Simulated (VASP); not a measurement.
Input of a VASP 6.6.1 run:

Contents of INCAR:

```
ALGO = Normal ; EDIFF = 1E-7
ENCUT = 520 ; GGA = PE
ISIF = 2 ; ISMEAR = -1
LASPH = True ; LCHARG = True
LELF = True ; LREAL = False
LVHAR = True ; LWAVE = False
NBANDS = 21 ; NELM = 100
PREC = Accurate ; SIGMA = 0.08
```

Contents of KPOINTS:

```
k-points
0
Gamma
  13 13 13
```

The input POSCAR:

```
Ge
1.0
    0.0000000000      2.5596836931      2.5596836931
    2.5596836931      0.0000000000      2.5596836931
    2.5596836931      2.5596836931      0.0000000000
Ge
2
Direct
   -0.1250000000     -0.1250000000     -0.1250000000
    0.1250000000      0.1250000000      0.1250000000
```

Potentials or basis: VASP PAW PBE potentials, release 64 (Ge_d).

Command:

```bash
$ cat potpaw_PBE.64/Ge_d/POTCAR > POTCAR
$ mpirun -np 1 vasp_std > vasp.out
```

(1) What does it give for the pressure?

Answers

(1) 48.0 GPa.
